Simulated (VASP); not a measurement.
**ZnS: single point with PBEsol**

Crystal: ZnS.

```xyz
2
Lattice="2.7018 2.7018 0.0000 -2.7018 2.7018 0.0000 0.0000 2.7018 2.7018" Properties=species:S:1:pos:R:3 pbc="T T T"
Zn    1.3509    4.0527    1.3509
S     0.0000    0.0000    0.0000
```

| Property | Result |
| --- | --- |
| Program | VASP 6.6.1 |
| Task | single point |
| Functional | PBEsol |
| Potentials or basis | VASP PAW PBE potentials, release 64 (Zn, S) |
| Cutoff | 500 eV |
| k mesh | 8 × 8 × 8 |
| Occupations | gaussian, width 0.01 eV |
| Spin | no spin polarisation |

```
Pressure               : -1.8 GPa
Band gap on the k mesh : 1.98 eV
```

Levels at points of the mesh, in eV from the valence-band top:
| k point | band 6 | band 7 | band 8 | band 9 | band 10 | band 11 | band 12 | band 13 |
| --- | --- | --- | --- | --- | --- | --- | --- | --- |
| (0.00, 0.00, 0.00) | -5.87 | 0.00 | 0.00 | 0.00 | 1.98 | 6.31 | 6.31 | 6.31 |
| (0.50, 0.00, 0.00) | -5.67 | -5.36 | -0.88 | -0.88 | 3.19 | 6.83 | 6.83 | 8.70 |
| (0.50, 0.50, 0.00) | -5.66 | -4.61 | -2.25 | -2.25 | 3.24 | 3.97 | 10.83 | 11.88 |

Run time: 32 s on 1 thread of Intel Xeon 8259CL, with other jobs on the host, peak memory 0.16 GiB.

Caveat: the PAW data sets were made with another functional, which shifts forces and pressure a little.
